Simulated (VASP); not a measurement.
# Al (P6_3/mmc) in VASP: notebook

Al is run at these levels: LDA; tasks: single point, relaxation of cell and atoms.

Everything below comes from runs of VASP 6.6.1. Logs are shortened: lines on timing, memory, paths and dates and some standing lists are left out, and cuts for length are marked.

**1. The cell of the first run**

It takes space group P6_3/mmc (No. 194, hexagonal). The conventional cell has a = 2.720 Å, b = 2.720 Å, c = 8.977 Å, α = 90.00°, β = 90.00°, γ = 120.00°. Al (site symmetry -3m) has 12 Al at 2.72 to 2.74 Å within 3.6 Å. Al (site symmetry -6m2) has 12 Al at 2.72 to 2.74 Å within 3.6 Å.

**2. Single point, LDA**

Contents of INCAR:

```
SYSTEM = Al
PREC = Accurate ; ENCUT = 520
EDIFF = 1E-7 ; ISMEAR = 0
SIGMA = 0.15 ; LREAL = .FALSE.
LASPH = .TRUE. ; NELM = 100
ALGO = Normal ; ISIF = 2
LWAVE = .FALSE. ; LCHARG = .FALSE.
NBANDS = 14
```

Contents of KPOINTS:

```
Automatic mesh
0
G
  9 9 3
  0 0 0
```

Contents of POSCAR:

```
Al
1.0
    2.7196955575      0.0000000000      0.0000000000
   -1.3598477788      2.3553254434      0.0000000000
    0.0000000000      0.0000000000      8.9770465472
Al
4
Direct
    0.0000000000      0.0000000000      0.0000000000
    0.0000000000      0.0000000000      0.5000000000
    0.3333333333      0.6666666667      0.2500000000
    0.6666666667      0.3333333333      0.7500000000
```

Potentials or basis: VASP PAW LDA potentials, release 64 (Al).

Command:

```console
$ cat potpaw_LDA.64/Al/POTCAR > POTCAR
$ mpirun -np 1 vasp_std > vasp.out
```

OUTCAR:

```text
SYSTEM = Al
   PREC = Accurate
   ENCUT = 520
   EDIFF = 1E-7
   ISMEAR = 0
   LREAL = .FALSE.
   LASPH = .TRUE.
   NELM = 100
   ISIF = 2

 ion  position               nearest neighbor table
   1  0.000  0.000  0.000-   3 2.74   4 2.74   4 2.74   3 2.74   4 2.74   3 2.74
   2  0.000  0.000  0.500-   3 2.74   4 2.74   4 2.74   3 2.74   4 2.74   3 2.74
   3  0.333  0.667  0.250-   1 2.74   2 2.74   1 2.74   2 2.74   1 2.74   2 2.74
   4  0.667  0.333  0.750-   1 2.74   2 2.74   1 2.74   2 2.74   1 2.74   2 2.74

  LATTYP: Found a hexagonal cell.
 ALAT       =     2.7196955575
 C/A-ratio  =     3.3007542048

  Lattice vectors:

 A1 = (   2.7196955575,   0.0000000000,   0.0000000000)
 A2 = (  -1.3598477788,   2.3553254434,   0.0000000000)
 A3 = (   0.0000000000,   0.0000000000,   8.9770465472)

Analysis of symmetry for initial positions (statically):
=====================================================================
 Subroutine PRICEL returns:
 Original cell was already a primitive cell.

 Routine SETGRP: Setting up the symmetry group for a
 hexagonal supercell.

 Subroutine GETGRP returns: Found 24 space group operations
 (whereof 12 operations were pure point group operations)
 out of a pool of 24 trial point group operations.

The static configuration has the point symmetry D_3d.
 The point group associated with its full space group is D_6h.

Analysis of symmetry for dynamics (positions and initial velocities):
=====================================================================
 Subroutine PRICEL returns:
 Original cell was already a primitive cell.

 Routine SETGRP: Setting up the symmetry group for a
 hexagonal supercell.

 Subroutine GETGRP returns: Found 24 space group operations
 (whereof 12 operations were pure point group operations)
 out of a pool of 24 trial point group operations.

The dynamic configuration has the point symmetry D_3d.
 The point group associated with its full space group is D_6h.

 Subroutine INISYM returns: Found 24 space group operations
 (whereof 12 operations are pure point group operations),
 and found     1 'primitive' translations

----------------------------------------------------------------------------------------

                                     Primitive cell

  volume of cell :      57.5049

  direct lattice vectors                    reciprocal lattice vectors
     2.719695558  0.000000000  0.000000000     0.367688213  0.212284889  0.000000000
    -1.359847779  2.355325443  0.000000000     0.000000000  0.424569778  0.000000000
     0.000000000  0.000000000  8.977046547     0.000000000  0.000000000  0.111395212

  length of vectors
[... 100 lines left out ...]
   ISMEAR =     0;   SIGMA  =   0.15  broadening in eV -4-tet -1-fermi 0-gaus
   EFERMI_NEDOS =   21; number of points for ismear=-14 and -15
   IALGO  =     38    algorithm
   IMIX   =      4    mixing-type and parameters
     AMIX     =   0.40;   BMIX     =  1.00
     AMIX_MAG =   1.60;   BMIX_MAG =  1.00
  volume/ion in A,a.u.               =      14.38        97.02
  Fermi-wavevector in a.u.,A,eV,Ry     =   0.971032  1.834985 12.828984  0.942904
  Thomas-Fermi vector in A             =   2.101216
   LORBIT       =      0    0 simple, 1 ext, 2 COOP (PROOUT), +10 PAW based schemes
   GGA     = CA    functional components
   LHFCALC =     F    Hartree Fock is set to
   AEXX    =    0.0000 exact exchange contribution
   IVDW    =     0    specifies the selected vdW correction
   LEPSILON=     F    determine dielectric tensor
   LRPA    =     F    only Hartree local field effects (RPA)
 non-spin polarized calculation
 Gauss-broadening in eV      SIGMA  =   0.15
  energy-cutoff  :      520.00
  volume of cell :       57.50
 maximum number of plane-waves:      1563
   NGX = 11   NGY = 11   NGZ = 33

 number of electron      12.0000000 magnetization

 Free energy of the ion-electron system (eV)
  ---------------------------------------------------
  ext. energy  EPLUGINS =         0.00000000
  ---------------------------------------------------
  free energy    TOTEN  =       -16.54415361 eV

  energy without entropy =      -16.52511558  energy(sigma->0) =      -16.53463460

 E-fermi :   9.2279     XC(G=0): -10.8642

 val. band max:        9.1957085313   @ k =   0.3333   0.2222   0.3333
 cond. band min:       9.2867529908   @ k =   0.3333   0.1111   0.0000
 fundamental gap:      0.0910444595
 Fermi energy:         9.2279296988

 k-point     1 :       0.0000    0.0000    0.0000
  band No.  band energies     occupation
      1      -2.7858      2.00000
      2      -0.9753      2.00000
      3      -0.9611      2.00000
      4       4.1226      2.00000
      5       4.5719      2.00000
      6      12.7876      0.00000
      7      12.8034      0.00000
      8      21.1209      0.00000
      9      21.1209      0.00000
     10      21.1484      0.00000
     11      21.1484      0.00000
     12      22.0529      0.00000
     13      22.0556      0.00000
     14      22.1449      0.00000
[... 377 lines left out ...]
      1       5.8744      2.00000
      2       5.9202      2.00000
      3       5.9202      2.00000
      4       6.3247      2.00000
      5       6.4981      2.00000
      6       6.4981      2.00000
      7       8.7067      2.00000
      8       8.7067      2.00000
      9       9.2950      0.52722
     10      10.7374      0.00000
     11      11.0065      0.00000
     12      11.0065      0.00000
     13      15.1270      0.00000
     14      15.1270      0.00000

------------------------ aborting loop because EDIFF is reached ----------------------------------------

  FORCE on cell =-STRESS in cart. coord.  units (eV):
  Direction    XX          YY          ZZ          XY          YZ          ZX
  --------------------------------------------------------------------------------------
  -------------------------------------------------------------------------------------
  Total        3.6498118      3.6498118      3.6324051     -0.0000000      0.0000000      0.0000000
  in kB      101.6895581    101.6895581    101.2045808     -0.0000000      0.0000000      0.0000000
  external PRESSURE =     101.5278990 kB  Pullay stress =       0.0000000 kB

 VOLUME and BASIS-vectors are now :
 -----------------------------------------------------------------------------
  energy-cutoff  :      520.00
  volume of cell :       57.50
      direct lattice vectors                 reciprocal lattice vectors
     2.719695558  0.000000000  0.000000000     0.367688213  0.212284889  0.000000000
    -1.359847779  2.355325443  0.000000000     0.000000000  0.424569778  0.000000000
     0.000000000  0.000000000  8.977046547     0.000000000  0.000000000  0.111395212

 POSITION                                       TOTAL-FORCE (eV/Angst)
 -----------------------------------------------------------------------------------
      0.00000      0.00000      0.00000        -0.000000      0.000000      0.000000
      0.00000      0.00000      4.48852         0.000000      0.000000      0.000000
     -0.00000      1.57022      2.24426        -0.000000      0.000000     -0.000000
      1.35985      0.78511      6.73278         0.000000     -0.000000      0.000000
 -----------------------------------------------------------------------------------
    total drift:                               -0.000000      0.000000     -0.000000

  FREE ENERGIE OF THE ION-ELECTRON SYSTEM (eV)
  ---------------------------------------------------
  free  energy   TOTEN  =       -16.5441536116 eV

  energy  without entropy=      -16.5251155833  energy(sigma->0) =      -16.53463460
```

OSZICAR:

```text
N       E                     dE             d eps       ncg     rms          rms(c)
DAV:   1     0.637210388514E+01    0.63721E+01   -0.43196E+03   672   0.673E+02
DAV:   2    -0.159566246630E+02   -0.22329E+02   -0.20872E+02   874   0.950E+01
DAV:   3    -0.166768871657E+02   -0.72026E+00   -0.71514E+00   878   0.135E+01
DAV:   4    -0.166802930394E+02   -0.34059E-02   -0.34057E-02   850   0.125E+00
DAV:   5    -0.166803154866E+02   -0.22447E-04   -0.22447E-04   886   0.992E-02    0.329E+00
DAV:   6    -0.165976683097E+02    0.82647E-01   -0.72042E-03   776   0.407E-01    0.183E+00
DAV:   7    -0.165452109956E+02    0.52457E-01   -0.15032E-02   762   0.577E-01    0.271E-01
DAV:   8    -0.165441646064E+02    0.10464E-02   -0.52631E-04   948   0.115E-01    0.197E-02
DAV:   9    -0.165441535640E+02    0.11042E-04   -0.26401E-05   826   0.254E-02    0.525E-03
DAV:  10    -0.165441536116E+02   -0.47622E-07   -0.98548E-07   932   0.552E-03
   1 F= -.16544154E+02 E0= -.16534635E+02  d E =-.190380E-01
```

stdout:

```text
POSCAR found type information on POSCAR Al
 POSCAR found :  1 types and       4 ions
 scaLAPACK will be used
 LDA part: xc-table for (Slater(with rela. corr.)+CA(PZ))
 , standard interpolation
 POSCAR, INCAR and KPOINTS ok, starting setup
 FFT: planning ... GRIDC
 FFT: planning ... GRID_SOFT
 FFT: planning ... GRID
 WAVECAR not read
 entering main loop
```

Wall time 5.9 s (1 thread of Intel Xeon 6975P-C (Granite Rapids), shared host); peak memory 0.14 GiB.

What came out:

```
Free energy            : -16.5442 eV
Pressure               : 10.2 GPa
Band gap on the k mesh : zero (band 6 reaches 13.32 eV, above the bottom of band 7 at 7.91 eV)
```

**3. Single point, LDA**

This run uses another cell than the first one, of 15.84 Å³/atom, 1.102 times its volume.

Contents of INCAR:

```
PREC = Accurate
ENCUT = 520
EDIFF = 1E-6
ISMEAR = 0
SIGMA = 0.15
LREAL = F
LASPH = T
NELM = 80
ALGO = Normal
ISIF = 2
LWAVE = F
LCHARG = T
GGA = CA
LELF = T
LVHAR = T
NBANDS = 14
```

Contents of KPOINTS:

```
regular mesh
0
Gamma
  9 9 3
```

Contents of POSCAR:

```
Al
1.0
    2.8041276861      0.0000000000      0.0000000000
   -1.4020638431      2.4284458116      0.0000000000
    0.0000000000      0.0000000000      9.3031001560
Al
4
Direct
    0.0000000000      0.0000000000      0.0000000000
    0.0000000000      0.0000000000      0.5000000000
    0.3333333333      0.6666666667      0.2500000000
    0.6666666667      0.3333333333      0.7500000000
```

Potentials or basis: VASP PAW LDA potentials, release 64 (Al).

Command:

```console
$ cat potpaw_LDA.64/Al/POTCAR > POTCAR
$ mpirun -np 1 vasp_std > vasp.out
```

It took 6.6 s on 1 thread of Intel Xeon 6975P-C (Granite Rapids), shared host; peak memory 0.15 GiB.

The run converged. Its results:

- Free energy: -16.7158 eV
- Pressure: 0.1 GPa
- Band gap on the k mesh: zero (band 6 reaches 12.01 eV, above the bottom of band 7 at 6.90 eV)

Levels at points of the mesh, in eV from the Fermi level:
| k point | band 1 | band 2 | band 3 | band 4 | band 5 | band 6 | band 7 | band 8 | band 9 | band 10 |
| --- | --- | --- | --- | --- | --- | --- | --- | --- | --- | --- |
| (0.00, 0.00, 0.00) | -11.31 | -9.62 | -9.61 | -4.72 | -4.57 | 3.28 | 3.29 | 11.20 | 11.20 | 11.35 |

**4. Relaxation of cell and atoms, LDA**

This run uses another cell than the first one, of 15.90 Å³/atom, 1.106 times its volume.

Contents of INCAR:

```
PREC = Accurate
ENCUT = 600
EDIFF = 1E-6
ISMEAR = 0
SIGMA = 0.15
LREAL = F
LASPH = T
NELM = 100
ALGO = Normal
ISIF = 3
LWAVE = F
LCHARG = F
IBRION = 2
NSW = 100
EDIFFG = -0.01
```

KPOINTS is that of step 3.

Contents of POSCAR:

```
Al
1.0
    2.8270770000      0.0000000000      0.0000000000
   -1.4135385000      2.4483205005      0.0000000000
    0.0000000000      0.0000000000      9.1859930000
Al
4
Direct
    0.0000000000      0.0000000000      0.0000000000
    0.0000000000      0.0000000000      0.5000000000
    0.3333333333      0.6666666667      0.2500000000
    0.6666666667      0.3333333333      0.7500000000
```

Command:

```console
$ cat potpaw_LDA.64/Al/POTCAR > POTCAR
$ mpirun -np 1 vasp_std > vasp.out
```

It took 14 s on 1 thread of Intel Xeon 6975P-C (Granite Rapids), shared host; peak memory 0.17 GiB.

It converged, with:

```
Free energy                            : -16.7160 eV
Relaxed volume                         : 15.86 Å³/atom
Relaxed cell                           : a = 2.805 Å, b = 2.805 Å, c = 9.310 Å, α = 90.00°, β = 90.00°, γ = 120.00°
Space group after relaxing (to 0.05 Å) : P6_3/mmc (No. 194)
Energy gained by relaxing              : 2.9 meV/atom
Ionic steps                            : 5
Pressure after relaxing                : 0.0 GPa
Band gap on the k mesh                 : zero (band 6 reaches 11.99 eV, above the bottom of band 7 at 6.89 eV)
```

Step by step:
```
step  energy change (eV)  largest force (eV/Å)  pressure (GPa)  volume (Å³)
   1              0.0000                0.0000           -0.30        63.58
   2             -0.0111                0.0000            0.12        63.31
   3             -0.0113                0.0000            0.19        63.26
   4             -0.0113                0.0000            0.21        63.26
   5             -0.0114                0.0000           -0.04        63.44
```

Final structure:
```
Al
1.0
     2.80514    0.00000    0.00000
    -1.40257    2.42932    0.00000
     0.00000    0.00000    9.30986
Al
4
Direct
  0.00000 0.00000 0.00000
  0.00000 0.00000 0.50000
  0.33333 0.66667 0.25000
  0.66667 0.33333 0.75000
```

Levels at points of the mesh, in eV from the Fermi level:
| k point | band 2 | band 3 | band 4 | band 5 | band 6 | band 7 | band 8 | band 9 |
| --- | --- | --- | --- | --- | --- | --- | --- | --- |
| (0.00, 0.00, 0.00) | -9.61 | -9.61 | -4.72 | -4.57 | 3.27 | 3.28 | 11.19 | 11.19 |

**5. Overview**

```csv
task,cell,cutoff (eV),gap on the mesh (eV),pressure (GPa)
single point,"a = 2.720, b = 2.720, c = 8.977 Å, angles 90.0, 90.0, 120.0°, 4 atoms",520,none,10.2
single point,"a = 2.804, b = 2.804, c = 9.303 Å, angles 90.0, 90.0, 120.0°, 4 atoms",520,none,0.1
relaxation of cell and atoms,"relaxed from a = 2.827, b = 2.827, c = 9.186 Å, angles 90.0, 90.0, 120.0°, 4 atoms",600,none,0.0
```

Alike in all rows: level LDA; potentials or basis VASP PAW LDA potentials, release 64 (Al); no spin polarisation; k mesh 9 × 9 × 3; smearing gaussian 0.15 eV.

Total energies depend on the potentials used, so only differences within one code and one set of settings carry meaning.
